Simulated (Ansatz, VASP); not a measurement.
One calculation of BeCo, two programs

```
Be Co
1.0
     2.53457    0.00000    0.00000
     0.00000    2.53457    0.00000
     0.00000    0.00000    2.53457
Be Co
1 1
Direct
  0.00000 0.00000 0.00000
  0.50000 0.50000 0.50000
```

Alike in both runs: task single point; functional LDA; k mesh 11 × 11 × 11; occupations fermi-dirac, width 0.05 eV; collinear spin.

|  | VASP | Ansatz |
| --- | --- | --- |
| version | VASP 6.6.1 | Ansatz 0.2.0 |
| potentials or method | VASP PAW LDA potentials, release 64 (Be, Co), cutoff 520 eV | plane waves, PAW |
| valence electrons in the cell | 11 | 19 |

```csv
,VASP,Ansatz,Ansatz less VASP
net moment per atom (μB),0.18,0.19,+0.005
size of the moment on the site where the two differ most (μB),0.38,0.38,+0.008
```

LDA's correlation is that of Perdew and Zunger in VASP and of Perdew and Wang (1992) in Ansatz. Site moments also hang on the region over which each program counts them. VASP's potentials hold 11 valence electrons a cell and Ansatz's 19, so a difference there can come from the potentials and not from the codes. Ansatz's warnings: given moment on shells.
